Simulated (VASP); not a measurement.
Write the native input for VASP 6.6.1 that does the following.

```
Task                   : single point
Functional             : PBE
Potentials or basis    : VASP PAW PBE potentials, release 64 (H, Mo_sv)
Cutoff                 : 500 eV
k mesh                 : 3 × 3 × 3
Occupations            : gaussian, width 0.15 eV
Spin                   : no spin polarisation
Dipole correction      : no
Further INCAR settings : ALGO = Normal; EDIFF = 1e-06; NBANDS = 27
```

The structure of MoH3 lies in POSCAR:

```
MoH3
1.0
    3.6100869487      0.0000000000      0.0000000000
    0.0000000000      3.6100869487      0.0000000000
    0.0000000000      0.0000000000      3.6100869487
H Mo
6 2
Direct
    0.0000000000      0.5000000000      0.7500000000
    0.0000000000      0.5000000000      0.2500000000
    0.2500000000      0.0000000000      0.5000000000
    0.7500000000      0.0000000000      0.5000000000
    0.5000000000      0.2500000000      0.0000000000
    0.5000000000      0.7500000000      0.0000000000
    0.5000000000      0.5000000000      0.5000000000
    0.0000000000      0.0000000000      0.0000000000
```

These files were run (other wordings do the same):

INCAR

```
SYSTEM = MoH3
ALGO = Normal ; EDIFF = 1E-6
ENCUT = 500 ; GGA = PE
GGA_COMPAT = .False. ; ISIF = 2
ISMEAR = 0 ; LASPH = .True.
LCHARG = .True. ; LELF = .True.
LREAL = .False. ; LVHAR = .True.
LWAVE = .False. ; NBANDS = 27
NELM = 120 ; PREC = Accurate
SIGMA = 0.15
```

KPOINTS

```
k-points
0
Gamma
  3 3 3
  0 0 0
```

Potentials or basis: VASP PAW PBE potentials, release 64 (H, Mo_sv).

Command:

```bash
$ cat potpaw_PBE.64/H/POTCAR potpaw_PBE.64/Mo_sv/POTCAR > POTCAR
$ mpirun -np 1 vasp_std > vasp.out
```

It gave:

```json
{
 "Pressure": "0.0 GPa",
 "Band gap on the k mesh": "zero (band 17 reaches 9.90 eV, above the bottom of band 18 at 9.23 eV)"
}
```

Caveat: the k points lie up to 0.58 Å⁻¹ apart.

Wall time 10 s on 1 thread of Intel(R) Xeon(R) Platinum 8488C (Sapphire Rapids), with other jobs on the host, peak memory 0.15 GiB.
